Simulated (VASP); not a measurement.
ReB6: single point with PBE

ReB6:

```
CELL_PARAMETERS angstrom
2.73781 1.58067 2.38321
-2.73781 1.58067 2.38321
0.00000 -3.16135 2.38321
ATOMIC_POSITIONS crystal
Re 0.50000 0.50000 0.50000
B 0.00001 0.67896 0.32086
B 0.32086 0.00001 0.67896
B 0.67896 0.32086 0.00001
B 0.99999 0.32104 0.67914
B 0.67914 0.99999 0.32104
B 0.32104 0.67914 0.99999
```

The cell was generated, and may not be a known phase.

| Quantity | Value |
| --- | --- |
| Program | VASP 6.6.1 |
| Task | single point |
| Functional | PBE |
| Potentials or basis | VASP PAW PBE potentials, release 64 (Re_sv_GW, B) |
| Cutoff | 560 eV |
| k mesh | 6 × 6 × 6 |
| Occupations | gaussian, width 0.1 eV |
| Spin | no spin polarisation |
| Dipole correction | no |
| Further INCAR settings | ALGO = Normal; EDIFF = 1e-06; NBANDS = 26 |

* Pressure: -0.1 GPa
* Largest force: 0.024 eV/Å
* Band gap on the k mesh: zero (an odd number of electrons rules out a gap without spin polarisation)

Forces on the atoms (eV/Å):
```
Re   0.000  0.000  0.000
B    0.009 -0.021  0.003
B    0.014  0.019  0.003
B   -0.023  0.003  0.003
B   -0.009  0.021 -0.003
B   -0.014 -0.019 -0.003
B    0.023 -0.003 -0.003
```

Stress tensor (GPa, compression positive):
```
 0.03  0.00  0.00
 0.00  0.03  0.00
 0.00  0.00 -0.28
```

Levels at points of the mesh, in eV from the Fermi level:
```tsv
k point	band 14	band 15	band 16	band 17	band 18	band 19
(0.00, 0.00, 0.00)	-1.41	-1.41	-1.39	0.70	0.70	4.06
(0.50, 0.00, 0.00)	-3.19	-2.64	-2.09	0.24	1.74	2.38
(0.50, 0.50, 0.00)	-3.11	-2.55	-2.04	-1.91	1.25	2.94
(0.50, 0.50, 0.50)	-3.03	0.14	0.14	0.21	0.21	1.27
```

Wall time 93 s on 1 thread of Intel(R) Xeon(R) Platinum 8259CL CPU @ 2.50GHz (Skylake/Cascade Lake) (shared host), peak memory 0.21 GiB.

Caveat: spin-orbit coupling is left out, which moves the levels of the heavy elements; an odd number of electrons without spin polarisation forces a metal; a magnetic or distorted state may lie lower.
